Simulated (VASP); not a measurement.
# CoO (I4/mmm) in VASP: settings compared

CoO is run at these levels: PBEsol, LDA; tasks: single point.

Everything below comes from runs of VASP 6.6.1. Logs are shortened: lines on timing, memory, paths and dates and some standing lists are left out, and cuts for length are marked.

### 1 The cell of the first run

Symmetry: I4/mmm, No. 139, tetragonal system. The conventional cell has a = 2.996 Å, b = 2.996 Å, c = 4.186 Å, α = 90.00°, β = 90.00°, γ = 90.00°. Within 2.8 Å of Co (site symmetry 4/mmm) lie 6 O at 2.09 to 2.12 Å. Within 2.8 Å of O (site symmetry 4/mmm) lie 6 Co at 2.09 to 2.12 Å.

### 2 Single point, PBEsol, collinear spin, ferromagnetic start

File INCAR:

```
  PREC = Accurate
  ENCUT = 520
  EDIFF = 1E-6
  ISMEAR = -1
  SIGMA = 0.05
  LREAL = False
  LASPH = True
  NELM = 150
  ALGO = Normal
  ISIF = 2
  LWAVE = False
  LCHARG = True
  ISPIN = 2
  MAGMOM = 2 0
  LORBIT = 11
  LMAXMIX = 4
  GGA = PS
  LELF = True
  LVHAR = True
  NBANDS = 18
```

File KPOINTS:

```
Automatic mesh
0
Gamma
  12 12 12
```

File POSCAR:

```
CoO
1.0
   -1.4978788897      1.4978788897      2.0931045106
    1.4978788897     -1.4978788897      2.0931045106
    1.4978788897      1.4978788897     -2.0931045106
Co O
1 1
Direct
    0.0000000000      0.0000000000      0.0000000000
    0.5000000000      0.5000000000      0.0000000000
```

Potentials or basis: VASP PAW PBE potentials, release 64 (Co, O).

Command:

```
$ cat potpaw_PBE.64/Co/POTCAR potpaw_PBE.64/O/POTCAR > POTCAR
$ mpirun -np 1 vasp_std > vasp.out
```

OUTCAR:

```text
PREC = Accurate
   ENCUT = 520
   EDIFF = 1E-6
   ISMEAR = -1
   LREAL = False
   LASPH = True
   NELM = 150
   ISIF = 2
   ISPIN = 2
   LORBIT = 11
   GGA = PS

 ion  position               nearest neighbor table
   1  0.000  0.000  0.000-   2 2.09   2 2.09   2 2.12   2 2.12   2 2.12   2 2.12
   2  0.500  0.500  0.000-   1 2.09   1 2.09   1 2.12   1 2.12   1 2.12   1 2.12

  LATTYP: Found a body centered tetragonal cell.
 ALAT       =     2.9957577794
 C/A-ratio  =     1.3973790037

  Lattice vectors:

 A1 = (  -1.4978788897,   1.4978788897,   2.0931045106)
 A2 = (   1.4978788897,  -1.4978788897,   2.0931045106)
 A3 = (   1.4978788897,   1.4978788897,  -2.0931045106)

Analysis of symmetry for initial positions (statically):
=====================================================================
 Subroutine PRICEL returns:
 Original cell was already a primitive cell.

 Routine SETGRP: Setting up the symmetry group for a
 body centered tetragonal supercell.

 Subroutine GETGRP returns: Found 16 space group operations
 (whereof 16 operations were pure point group operations)
 out of a pool of 16 trial point group operations.

The static configuration has the point symmetry D_4h.

Analysis of symmetry for dynamics (positions and initial velocities):
=====================================================================
 Subroutine PRICEL returns:
 Original cell was already a primitive cell.

 Routine SETGRP: Setting up the symmetry group for a
 body centered tetragonal supercell.

 Subroutine GETGRP returns: Found 16 space group operations
 (whereof 16 operations were pure point group operations)
 out of a pool of 16 trial point group operations.

The dynamic configuration has the point symmetry D_4h.

Analysis of structural, dynamic, and magnetic symmetry:
=====================================================================
 Subroutine PRICEL returns:
 Original cell was already a primitive cell.

 Routine SETGRP: Setting up the symmetry group for a
 body centered tetragonal supercell.

 Subroutine GETGRP returns: Found 16 space group operations
 (whereof 16 operations were pure point group operations)
 out of a pool of 16 trial point group operations.

The overall configuration has the point symmetry D_4h.

 Subroutine INISYM returns: Found 16 space group operations
 (whereof 16 operations are pure point group operations),
 and found     1 'primitive' translations

----------------------------------------------------------------------------------------

                                     Primitive cell

  volume of cell :      18.7847

  direct lattice vectors                    reciprocal lattice vectors
    -1.497878890  1.497878890  2.093104511     0.000000000  0.333805359  0.238879615
     1.497878890 -1.497878890  2.093104511     0.333805359  0.000000000  0.238879615
     1.497878890  1.497878890 -2.093104511     0.333805359  0.333805359  0.000000000

  length of vectors
     2.977980663  2.977980663  2.977980663     0.410474711  0.410474711  0.472072065

  position of ions in fractional coordinates (direct lattice)
     0.000000000  0.000000000  0.000000000
     0.500000000  0.500000000  0.000000000

  ion indices of the primitive-cell ions
   primitive index   ion index
                 1           1
                 2           2

----------------------------------------------------------------------------------------

 KPOINTS: Automatic mesh

Automatic generation of k-mesh.
 Grid dimensions read from file:
 generate k-points for:   12   12   12

 Generating k-lattice:

  Cartesian coordinates                     Fractional coordinates (reciprocal lattice)
     0.000000000  0.027817113  0.019906635     0.083333333  0.000000000 -0.000000000
     0.027817113  0.000000000  0.019906635     0.000000000  0.083333333 -0.000000000
     0.027817113  0.027817113  0.000000000     0.000000000  0.000000000  0.083333333

  Length of vectors
     0.034206226  0.034206226  0.039339339

  Shift w.r.t. Gamma in fractional coordinates (k-lattice)
     0.000000000  0.000000000  0.000000000

 Subroutine IBZKPT returns following result:
 ===========================================

 Found    163 irreducible k-points:

 Following reciprocal coordinates:
            Coordinates               Weight
  0.000000  0.000000  0.000000      1.000000
  0.083333  0.000000  0.000000      8.000000
  0.166667  0.000000  0.000000      8.000000
  0.250000  0.000000  0.000000      8.000000
  0.333333 -0.000000  0.000000      8.000000
  0.416667  0.000000  0.000000      8.000000
[... 16 lines left out ...]
  0.500000  0.166667  0.000000     16.000000
 -0.416667  0.166667 -0.000000     16.000000
 [... further k-points ...]
   k-points           NKPTS =    163   k-points in BZ     NKDIM =    163   number of bands    NBANDS=     18
   number of dos      NEDOS =    301   number of ions     NIONS =      2
   total plane-waves  NPLWV =  13824
   dimension x,y,z NGX =    24 NGY =   24 NGZ =   24
   dimension x,y,z NGXF=    48 NGYF=   48 NGZF=   48
   ions per type =               1   1
   NGX,Y,Z   is equivalent  to a cutoff of  13.40, 13.40, 13.40 a.u.
   NGXF,Y,Z  is equivalent  to a cutoff of  26.80, 26.80, 26.80 a.u.
 SYSTEM =  unknown system
   PREC   = accura    normal or accurate (medium, high low for compatibility)
   ISTART =      0    job   : 0-new  1-cont  2-samecut
   ICHARG =      2    charge: 1-file 2-atom 10-const
   ISPIN  =      2    spin polarized calculation?
   LNONCOLLINEAR =      F non collinear calculations
   LSORBIT =      F    spin-orbit coupling
   LASPH  =      T    aspherical Exc in radial PAW
   ENCUT  =  520.0 eV  38.22 Ry    6.18 a.u.   5.54  5.54  5.54*2*pi/ulx,y,z
   NELM   =    150;   NELMIN=  2; NELMDL= -5     # of ELM steps
   EDIFF  = 0.1E-05   stopping-criterion for ELM
   LREAL  =      F    real-space projection
   EDIFFG = 0.1E-04   stopping-criterion for IOM
   NSW    =      0    number of steps for IOM
   IBRION =     -1    ionic relax: 0-MD 1-quasi-New 2-CG
   NFREE  =      0    steps in history (QN), initial steepest desc. (CG)
   ISIF   =      2    stress and relaxation
   ISYM   =      2    0-nonsym 1-usesym 2-fastsym
   POTIM  = 0.5000    time-step for ionic-motion
   TEBEG  =    0.0;   TEEND  =   0.0 temperature during run
   PSTRESS=    0.0 pullay stress
   NELECT =      15.0000    total number of electrons
   NUPDOWN=      -1.0000    fix difference up-down
   EMIN   =  10.00;   EMAX   =-10.00  energy-range for DOS
   EFERMI =   0.00;   METHOD = LEGACY
   ISMEAR =    -1;   SIGMA  =   0.05  broadening in eV -4-tet -1-fermi 0-gaus
   EFERMI_NEDOS =   21; number of points for ismear=-14 and -15
   IALGO  =     38    algorithm
   IMIX   =      4    mixing-type and parameters
     AMIX     =   0.40;   BMIX     =  1.00
     AMIX_MAG =   1.60;   BMIX_MAG =  1.00
  volume/ion in A,a.u.               =       9.39        63.38
  Fermi-wavevector in a.u.,A,eV,Ry     =   1.518811  2.870137 31.385752  2.306788
  Thomas-Fermi vector in A             =   2.627882
   LORBIT       =     11    0 simple, 1 ext, 2 COOP (PROOUT), +10 PAW based schemes
   GGA     = PS    functional components
   LHFCALC =     F    Hartree Fock is set to
   AEXX    =    0.0000 exact exchange contribution
   IVDW    =     0    specifies the selected vdW correction
   LEPSILON=     F    determine dielectric tensor
   LRPA    =     F    only Hartree local field effects (RPA)
 spin polarized calculation
  energy-cutoff  :      520.00
  volume of cell :       18.78
 maximum number of plane-waves:       532
 NGX is ok and might be reduce to    24
   NGX = 11   NGY = 11   NGZ = 11

 number of electron      15.0000001 magnetization       2.8703521

 Free energy of the ion-electron system (eV)
  ---------------------------------------------------
  ext. energy  EPLUGINS =         0.00000000
  ---------------------------------------------------
  free energy    TOTEN  =       -13.98962173 eV

  energy without entropy =      -13.95623102  energy(sigma->0) =      -13.97292638

 E-fermi :   8.2272     XC(G=0): -12.8244

 val. band max:        8.2225742483   @ k =  -0.3333   0.3333   0.1667
 cond. band min:       8.2280867357   @ k =   0.3333   0.3333   0.1667
 fundamental gap:      0.0055124874
 Fermi energy:         8.2271987824

 spin component 1

 k-point     1 :       0.0000    0.0000    0.0000
  band No.  band energies     occupation
      1     -12.2685      1.00000
      2       4.8530      1.00000
      3       4.8890      1.00000
      4       4.8890      1.00000
      5       4.9404      1.00000
      6       4.9441      1.00000
[... 10 lines left out ...]
     17      30.3075      0.00000
     18      33.0671      0.00000

 k-point     2 :       0.0833    0.0000    0.0000
  band No.  band energies     occupation
      1     -12.1915      1.00000
      2       4.0963      1.00000
      3       4.1159      1.00000
      4       4.1271      1.00000
      5       5.0726      1.00000
      6       5.1261      1.00000
[... 10 lines left out ...]
     17      30.9237      0.00000
     18      34.2809      0.00000

 k-point     3 :       0.1667    0.0000    0.0000
  band No.  band energies     occupation
      1     -11.9735      1.00000
      2       2.9175      1.00000
      3       3.3863      1.00000
      4       3.4121      1.00000
      5       5.2149      1.00000
      6       5.2634      1.00000
[... 10 lines left out ...]
     17      33.0842      0.00000
     18      36.4105      0.00000

 k-point     4 :       0.2500    0.0000    0.0000
  band No.  band energies     occupation
      1     -11.6558      1.00000
      2       1.6989      1.00000
      3       2.7835      1.00000
      4       2.8141      1.00000
      5       5.4153      1.00000
      6       5.4550      1.00000
[... 375 lines left out ...]
      4       2.0637      1.00000
      5       5.7016      1.00000
      6       5.8541      1.00000
[... 10 lines left out ...]
     17      35.9703      0.00000
     18      37.4607      0.00000

 k-point    23 :       0.5000    0.1667    0.0000
  band No.  band energies     occupation
      1     -10.9342      1.00000
      2       0.2339      1.00000
      3       1.9078      1.00000
      4       2.2278      1.00000
      5       5.5498      1.00000
      6       5.9074      1.00000
[... 10 lines left out ...]
     17      35.2365      0.00000
     18      36.8912      0.00000

 k-point    24 :      -0.4167    0.1667   -0.0000
  band No.  band energies     occupation
      1     -11.1254      1.00000
      2       0.5899      1.00000
      3       2.1631      1.00000
      4       2.5551      1.00000
      5       5.3051      1.00000
      6       5.8348      1.00000
[... 10 lines left out ...]
     17      35.6709      0.00000
     18      37.2245      0.00000

 [... further k-points ...]

 spin component 2

 k-point     1 :       0.0000    0.0000    0.0000
  band No.  band energies     occupation
      1     -11.7494      1.00000
      2       5.4294      1.00000
      3       5.4862      1.00000
      4       5.4862      1.00000
      5       7.0400      1.00000
      6       7.0401      1.00000
[... 10 lines left out ...]
     17      31.2475      0.00000
     18      33.8968      0.00000

 k-point     2 :       0.0833    0.0000    0.0000
  band No.  band energies     occupation
      1     -11.6704      1.00000
      2       4.8339      1.00000
      3       5.1769      1.00000
      4       5.2104      1.00000
      5       7.1391      1.00000
      6       7.1567      1.00000
[... 10 lines left out ...]
     17      31.7569      0.00000
     18      35.1450      0.00000

 k-point     3 :       0.1667    0.0000    0.0000
  band No.  band energies     occupation
      1     -11.4467      1.00000
      2       3.6119      1.00000
      3       4.6262      1.00000
      4       4.6593      1.00000
      5       7.3434      1.00000
      6       7.3523      1.00000
[... 10 lines left out ...]
     17      33.7027      0.00000
     18      37.3000      0.00000

 k-point     4 :       0.2500    0.0000    0.0000
  band No.  band energies     occupation
      1     -11.1201      1.00000
      2       2.3457      1.00000
      3       4.0782      1.00000
      4       4.1117      1.00000
      5       7.5922      1.00000
      6       7.5952      1.00000
[... 375 lines left out ...]
      4       3.3452      1.00000
      5       7.9644      0.99481
      6       8.0539      0.96973
[... 10 lines left out ...]
     17      36.3593      0.00000
     18      38.0187      0.00000

 k-point    23 :       0.5000    0.1667    0.0000
  band No.  band energies     occupation
      1     -10.3651      1.00000
      2       0.8115      1.00000
      3       2.9976      1.00000
      4       3.4615      1.00000
      5       7.6754      0.99998
      6       8.1588      0.79716
[... 10 lines left out ...]
     17      35.6123      0.00000
     18      37.4359      0.00000

 k-point    24 :      -0.4167    0.1667   -0.0000
  band No.  band energies     occupation
      1     -10.5643      1.00000
      2       1.2201      1.00000
      3       3.2629      1.00000
      4       3.7250      1.00000
      5       7.3160      1.00000
      6       8.1545      0.81058
[... 10 lines left out ...]
     17      36.1125      0.00000
     18      37.6996      0.00000

 [... further k-points ...]
[... 5 lines left out ...]
  --------------------------------------------------------------------------------------
  -------------------------------------------------------------------------------------
  Total       -0.7804691     -0.7804691     -0.7404468      0.0000000      0.0000000      0.0000000
  in kB      -66.5674611    -66.5674611    -63.1538982      0.0000000      0.0000000      0.0000000
  external PRESSURE =     -65.4296068 kB  Pullay stress =       0.0000000 kB

 VOLUME and BASIS-vectors are now :
 -----------------------------------------------------------------------------
  energy-cutoff  :      520.00
  volume of cell :       18.78
      direct lattice vectors                 reciprocal lattice vectors
    -1.497878890  1.497878890  2.093104511     0.000000000  0.333805359  0.238879615
     1.497878890 -1.497878890  2.093104511     0.333805359  0.000000000  0.238879615
     1.497878890  1.497878890 -2.093104511     0.333805359  0.333805359  0.000000000

 POSITION                                       TOTAL-FORCE (eV/Angst)
 -----------------------------------------------------------------------------------
      0.00000      0.00000      0.00000         0.000000      0.000000      0.000000
      0.00000      0.00000      2.09310        -0.000000     -0.000000      0.000000
 -----------------------------------------------------------------------------------
    total drift:                               -0.000000      0.000000     -0.000000

  FREE ENERGIE OF THE ION-ELECTRON SYSTEM (eV)
  ---------------------------------------------------
  free  energy   TOTEN  =       -13.9896217292 eV

  energy  without entropy=      -13.9562310241  energy(sigma->0) =      -13.97292638

 total charge

# of ion       s       p       d       tot
------------------------------------------
    1        0.305   0.380   7.168   7.854
    2        1.551   3.412   0.000   4.963
--------------------------------------------------
tot          1.856   3.792   7.168  12.816

 magnetization (x)

# of ion       s       p       d       tot
------------------------------------------
    1        0.020   0.018   2.479   2.518
    2        0.030   0.272   0.000   0.302
--------------------------------------------------
tot          0.050   0.290   2.479   2.820
```

Wall time 51 s (1 thread of Intel Xeon 6975P-C (Granite Rapids), shared host); peak memory 0.21 GiB.

What came out:

| Property | Result |
| --- | --- |
| Free energy | -13.9896 eV |
| Pressure | -6.5 GPa |
| Net moment | 2.87 μB per cell |
| Site moments | Co +2.52; O +0.30 μB |
| Valence electrons inside the program's atomic spheres | Co 7.85; O 4.96 |

Caveat: the PAW data sets were made with another functional, which shifts forces and pressure a little; a cell with one magnetic atom can't hold antiferromagnetic order, which such compounds often take; semilocal functionals often make such compounds metallic where correlation or magnetic order opens a gap, which also shifts bond lengths. With open d or f shells a metallic result of PBEsol can be an artefact of self-interaction; +U or a hybrid may open a gap.

(Part 1 of 2 ends here.)
